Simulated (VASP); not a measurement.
KTaO3: single point with PBEsol

Crystal: KTaO3.

```
K Ta O
1.0
     3.86117    0.00000    0.00000
     0.00000    3.86117    0.00000
     0.00000    0.00000    4.01948
K Ta O
1 1 3
Direct
  0.50000 0.50000 0.50000
  0.00000 0.00000 0.00000
  0.50000 0.00000 0.00000
  0.00000 0.50000 0.00000
  0.00000 0.00000 0.50000
```

```yaml
Program: VASP 6.6.1
Task: single point
Functional: PBEsol
Potentials_or_basis: VASP PAW PBE potentials, release 64 (K_sv, Ta_sv_GW, O)
Cutoff: 700 eV
k_mesh: 8 × 8 × 8
Occupations: gaussian, width 0.05 eV
Spin: no spin polarisation
```

```json
{"Pressure": "13.6 GPa", "Band gap on the k mesh": "2.20 eV (least direct gap 2.75 eV)"}
```

Stress tensor (GPa, compression positive):
```
19.68  0.00  0.00
 0.00 19.68  0.00
 0.00  0.00  1.55
```

Levels at points of the mesh, in eV from the valence-band top:
```csv
k point,band 16,band 17,band 18,band 19,band 20,band 21,band 22,band 23,band 24,band 25
"(0.00, 0.00, 0.00)",-1.10,-1.10,-0.64,-0.56,-0.56,2.20,2.20,2.25,6.58,7.38
"(0.50, 0.00, 0.00)",-2.30,-2.17,-1.64,-0.87,-0.77,2.41,5.57,5.57,7.17,9.26
"(0.50, 0.50, 0.00)",-3.35,-1.55,-1.25,-1.25,-0.09,5.62,5.62,7.09,7.71,10.45
"(0.00, 0.00, 0.50)",-2.32,-2.32,-1.78,-0.87,-0.87,2.41,5.02,5.02,7.87,9.19
"(0.50, 0.00, 0.50)",-2.71,-1.69,-1.66,-1.51,-0.07,5.08,5.60,6.71,8.76,10.12
"(0.50, 0.50, 0.50)",-4.01,-4.01,-0.06,0.00,0.00,6.90,6.90,7.26,8.82,8.82
```

Run time: 2.2 min on 1 thread of Intel(R) Xeon(R) Platinum 8488C (Sapphire Rapids) (shared host), peak memory 0.35 GiB.

Caveat: the stress differs along the axes, from 2 to 20 GPa; the PAW data sets were made with another functional, which shifts forces and pressure a little; spin-orbit coupling is left out, which moves the levels of the heavy elements. A k mesh can miss the band edges.
